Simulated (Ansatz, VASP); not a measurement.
## One calculation of Ti2O, two programs

```
Ti O
1.0
     4.59538    0.00000   -0.00145
     0.00000    2.91989    0.00000
    -0.28394    0.00000    8.12667
Ti O
6 3
Direct
  0.73677 0.50000 0.08577
  0.25343 0.50000 0.57259
  0.26323 0.50000 0.91423
  0.74657 0.50000 0.42741
  0.74832 0.00000 0.75792
  0.25168 0.00000 0.24208
  0.70759 0.00000 0.25853
  0.29241 0.00000 0.74147
  0.00000 0.00000 0.00000
```

Alike in both runs: functional PBEsol; k mesh 8 × 12 × 6; occupations gaussian, width 0.1 eV; no spin polarisation.

Ansatz relaxed the structure, and its values are those at the end. VASP's run is a single point on that final structure, the one shown.

|  | VASP | Ansatz |
| --- | --- | --- |
| version | VASP 6.6.1 | Ansatz 0.2.0 |
| potentials or method | VASP PAW PBE potentials, release 64 (Ti_sv, O), cutoff 520 eV | scalar-relativistic, plane waves, PAW |
| valence electrons in the cell | 90 | 90 |

Ansatz gave:

| Quantity | Value |
| --- | --- |
| gap on the k mesh at the Fermi level (eV) | none |
| pressure (GPa) | 0.0 |
| rms of the force components (eV/Å) | 0.000 |

Which values does VASP return?

gap on the k mesh at the Fermi level (eV): none; pressure (GPa): 0.4; rms of the force components (eV/Å): 0.019.

VASP's potentials were made for PBE, not for PBEsol. A gap of «none» marks a metal or a gap that the smearing closes. With one functional, cell and mesh, what is left measures potentials, basis and numerics.
